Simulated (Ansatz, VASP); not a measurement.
# Pt in VASP and in Ansatz

The input POSCAR:

```
Pt
1.0
    2.8296822562      0.0000000000      0.0000000000
   -1.4148411281      2.4505767185      0.0000000000
    0.0000000000      0.0000000000      4.7921340000
Pt
2
Direct
    0.6666666667      0.3333333333      0.7500000000
    0.3333333333      0.6666666667      0.2500000000
```

INCAR.step1

```
SYSTEM = Pt
PREC = Accurate ; ENCUT = 520
ISMEAR = 0 ; SIGMA = 0.15
LREAL = .FALSE. ; LASPH = .TRUE.
NELM = 80 ; NBANDS = 17
GGA = PE ; ALGO = Normal
EDIFF = 1E-4 ; LWAVE = .TRUE.
LCHARG = .FALSE.
```

INCAR.step2

```
SYSTEM = Pt
PREC = Accurate ; ENCUT = 520
EDIFF = 1E-6 ; ISMEAR = 0
SIGMA = 0.15 ; LREAL = .FALSE.
LASPH = .TRUE. ; NELM = 80
ALGO = Normal ; ISIF = 2
LWAVE = .FALSE. ; LCHARG = .FALSE.
METAGGA = R2SCAN ; LMIXTAU = .TRUE.
NBANDS = 17 ; ISTART = 1
```

KPOINTS

```
Automatic mesh
0
G
  18 18 10
  0 0 0
```

Input for Ansatz:

```yaml
crystal:
  lattice:
    - [2.8296822562, 0.0, 0.0]
    - [-1.4148411281, 2.4505767185, 0.0]
    - [0.0, 0.0, 4.792134]
  atoms:
    - { symbol: Pt, position: [0.6666666667, 0.3333333333, 0.75] }
    - { symbol: Pt, position: [0.3333333333, 0.6666666667, 0.25] }
basis:
  ecutwfc: 500
kpoints:
  mp_grid: { grid: [18, 18, 10] }
hamiltonian:
  xc: r2scan
scf:
  occupations: { method: gaussian, width: 0.15 }
output:
  forces: true
  stress: true
  eigenvalues: true
```

Change from the starting cell: strain +0.0250 x Voigt [1, 1, 0, 0, 0, 0], atoms carried along.

Alike in both runs: task single point; functional r2SCAN; k mesh 18 × 18 × 10; occupations gaussian, width 0.15 eV; no spin polarisation.

|  | VASP | Ansatz |
| --- | --- | --- |
| version | VASP 6.6.1 | Ansatz 0.2.0 |
| potentials or method | VASP PAW PBE potentials, release 64 (Pt), cutoff 520 eV | scalar-relativistic, plane waves, PAW |
| valence electrons in the cell | 20 | 36 |

Ansatz gave:

* gap on the k mesh at the Fermi level (eV): none
* pressure (GPa): -16.6
* traceless stress, the component that is largest in VASP (GPa): 3.81

Q: Which values does VASP return?

A: gap on the k mesh at the Fermi level (eV): none; pressure (GPa): -16.2; traceless stress, the component that is largest in VASP (GPa): 3.66.

VASP's potentials were made for PBE, not for r2SCAN. A gap of «none» marks a metal or a gap that the smearing closes. With one functional, cell and mesh, what is left measures potentials, basis and numerics. VASP's potentials hold 20 valence electrons a cell and Ansatz's 36, so a difference there can come from the potentials and not from the codes.

Neither program's run includes spin-orbit coupling.
